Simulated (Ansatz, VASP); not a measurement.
# TiC: VASP beside Ansatz

The input INCAR:

```
ALGO = Normal ; EDIFF = 1E-7
ENCUT = 520 ; GGA = PE
ISIF = 2 ; ISMEAR = 0
LASPH = T ; LCHARG = T
LELF = T ; LREAL = F
LVHAR = T ; LWAVE = F
NBANDS = 15 ; NELM = 60
PREC = Accurate ; SIGMA = 0.1
```

KPOINTS

```
k-points
0
Gamma
  16 16 16
```

Contents of POSCAR:

```
TiC
1.0
    0.0000000000      2.1445263030      2.1445263030
    2.1445263030      0.0000000000      2.1445263030
    2.1445263030      2.1445263030      0.0000000000
Ti C
1 1
Direct
    0.0000000000      0.0000000000      0.0000000000
    0.5000000000      0.5000000000      0.5000000000
```

Input for Ansatz:

```yaml
crystal:
  lattice:
    - [0.0, 2.144526303, 2.144526303]
    - [2.144526303, 0.0, 2.144526303]
    - [2.144526303, 2.144526303, 0.0]
  atoms:
    - { symbol: Ti, position: [0.0, 0.0, 0.0] }
    - { symbol: C, position: [0.5, 0.5, 0.5] }
basis:
  ecutwfc: 420
kpoints:
  mp_grid: { grid: [16, 16, 16] }
hamiltonian:
  xc: pbe
scf:
  occupations: { method: gaussian, width: 0.1 }
output:
  forces: true
  stress: true
  eigenvalues: true
```

Alike in both runs: task single point; functional PBE; k mesh 16 × 16 × 16; occupations gaussian, width 0.1 eV; no spin polarisation.

|  | VASP | Ansatz |
| --- | --- | --- |
| version | VASP 6.6.1 | Ansatz 0.2.0 |
| potentials or method | VASP PAW PBE potentials, release 64 (Ti_sv, C), cutoff 520 eV | scalar-relativistic, plane waves, PAW |
| valence electrons in the cell | 16 | 16 |

|  | VASP | Ansatz | Ansatz less VASP |
| --- | --- | --- | --- |
| gap on the k mesh at the Fermi level (eV) | none | none | - |
| pressure (GPa) | 8.3 | 8.1 | -0.21 |

A gap of «none» marks a metal or a gap that the smearing closes.
